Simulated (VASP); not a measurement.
In4Fe:

```
In Fe
1.0
    -3.02621    3.02621    3.02621
     3.02621   -3.02621    3.02621
     3.02621    3.02621   -3.02621
In Fe
4 1
Direct
  0.00000 0.00000 0.50000
  0.00000 0.50000 0.00000
  0.50000 0.00000 0.00000
  0.50000 0.50000 0.50000
  0.00000 0.00000 0.00000
```

The cell was built from a structure type or drawn by symmetry, and may not be a known phase.

| Item | Value |
| --- | --- |
| Program | VASP 6.6.1 |
| Task | relaxation of cell and atoms |
| Functional | PBE |
| Potentials or basis | VASP PAW PBE potentials, release 64 (In_d, Fe) |
| Cutoff | 600 eV |
| k mesh | 4 × 4 × 4 |
| Occupations | gaussian, width 0.1 eV |
| Spin | collinear spin, ferromagnetic start |
| Starting moments | [0.0, 0.0, 0.0, 0.0, 4.0] μB |

At the start: pressure 5.1 GPa; volume 22.17 Å³/atom.

Problem. Where does the relaxation end?

Solution. Over 3 steps the energy falls by 24.3 meV/atom and the volume is 23.83 Å³/atom (+7.5 %); space group Im-3m (No. 229, to 0.1 Å) before and after; moment 1.93 μB per cell.

The path:
```csv
step,energy change (eV),largest force (eV/Å),pressure (GPa),volume (Å³)
1,0.0000,0.0000,5.13,110.86
2,-0.1049,0.0000,-1.36,122.65
3,-0.1216,0.0000,-0.04,119.15
```

Final structure:
```yaml
crystal:
  lattice:
    - [-3.09987, 3.09987, 3.09987]
    - [3.09987, -3.09987, 3.09987]
    - [3.09987, 3.09987, -3.09987]
  atoms:
    - { symbol: In, position: [0.00000, 0.00000, 0.50000] }
    - { symbol: In, position: [0.00000, 0.50000, 0.00000] }
    - { symbol: In, position: [0.50000, 0.00000, 0.00000] }
    - { symbol: In, position: [0.50000, 0.50000, 0.50000] }
    - { symbol: Fe, position: [0.00000, 0.00000, 0.00000] }
```

Caveat: the k points lie up to 0.36 Å⁻¹ apart in the final cell.
